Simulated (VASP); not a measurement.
Write the native input for VASP 6.6.1 that does the following.

```yaml
Task: relaxation of cell and atoms
Functional: BLYP
Potentials_or_basis: VASP PAW PBE potentials, release 64 (B, As)
Cutoff: 600 eV
k_mesh: 12 × 8 × 6
Occupations: fermi-dirac, width 0.05 eV
Spin: no spin polarisation
Dipole_correction: no
Further_INCAR_settings: ALGO = Normal; EDIFF = 1e-06; IBRION = 2; EDIFFG = -0.01; NSW = 60; ISIF = 3
```

The structure of BAs lies in POSCAR:

```
BAs
1.0
    2.1275493300      0.0000000000      0.0000000000
    0.0000000000      3.1740629400      0.0000000000
    0.0000000000      0.0000000000      4.9509801800
B As
1 1
Direct
    0.0000000000      0.5000000000      0.0000000000
    0.5000000000      0.5000000000      0.5000000000
```

These files were run (other wordings do the same):

INCAR

```
PREC = Accurate
ENCUT = 600
EDIFF = 1E-6
ISMEAR = -1
SIGMA = 0.05
LREAL = False
LASPH = True
NELM = 80
ALGO = Normal
ISIF = 3
LWAVE = False
LCHARG = False
GGA = B5
ALDAX = 1.0
AGGAX = 1.0
AGGAC = 1.0
ALDAC = 0.0
IBRION = 2
NSW = 60
EDIFFG = -0.01
```

KPOINTS

```
Automatic mesh
0
Gamma
  12 8 6
```

Potentials or basis: VASP PAW PBE potentials, release 64 (B, As).

Run with:

```sh
$ cat potpaw_PBE.64/B/POTCAR potpaw_PBE.64/As/POTCAR > POTCAR
$ mpirun -np 1 vasp_std > vasp.out
```

Results of the run:

* Relaxed volume: 14.18 Å³/atom
* Relaxed cell: a = 3.211 Å, b = 2.746 Å, c = 3.215 Å, α = 90.00°, β = 90.00°, γ = 90.00°
* Space group after relaxing (to 0.1 Å): P4/mmm (No. 123)
* Energy gained by relaxing: 1040.8 meV/atom
* Ionic steps: 33
* Pressure after relaxing: 0.0 GPa
* Band gap on the k mesh: zero (bands 4 and 5 overlap by 5.69 eV)

Caveat: the volume moved by over 15 % at a fixed basis, so the end points are rough; the PAW data sets were made with another functional, which shifts forces and pressure a little.

It took 21 min on 1 thread of Intel Xeon 8259CL (shared host), peak memory 0.21 GiB.
